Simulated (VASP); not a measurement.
CoSi2, 3 atoms in the cell. Symmetry: Immm, No. 71, orthorhombic system. The conventional cell has a = 3.746 Å, b = 3.746 Å, c = 5.485 Å, α = 90.00°, β = 90.00°, γ = 90.00°. Co (site symmetry mmm) has 8 Si at 2.30 to 2.35 Å within 3.0 Å. Within 3.0 Å of Si (site symmetry mm2) lie 4 Co at 2.30 to 2.35 Å and 6 Si at 2.65 to 2.83 Å.  This cell differs from its parent crystal: mode 6 frozen in at -0.041 Å, strain +e along z and -e/2 along x and y +0.0233.

* Program: VASP 6.6.1
* Task: single point
* Functional: PBE
* Potentials or basis: VASP PAW PBE potentials, release 64 (Co, Si)
* Cutoff: 520 eV
* k mesh: 12 × 12 × 12
* Occupations: gaussian, width 0.15 eV
* Spin: no spin polarisation
* Dipole correction: no
* Further INCAR settings: ALGO = Normal; EDIFF = 1e-07; NBANDS = 16

Potentials or basis: VASP PAW PBE potentials, release 64 (Co, Si).

Run with:

```console
$ cat potpaw_PBE.64/Co/POTCAR potpaw_PBE.64/Si/POTCAR > POTCAR
$ mpirun -np 1 vasp_std > vasp.out
```

Hardware: 1 thread of Intel(R) Xeon(R) 6975P-C (Granite Rapids) (shared host).

Question: How long does it take, and how much memory?

Answer: Wall time 73 s on 1 thread of Intel(R) Xeon(R) 6975P-C (Granite Rapids), with other jobs on the host, peak memory 0.28 GiB. Counts: scf iterations 15, k points 280.
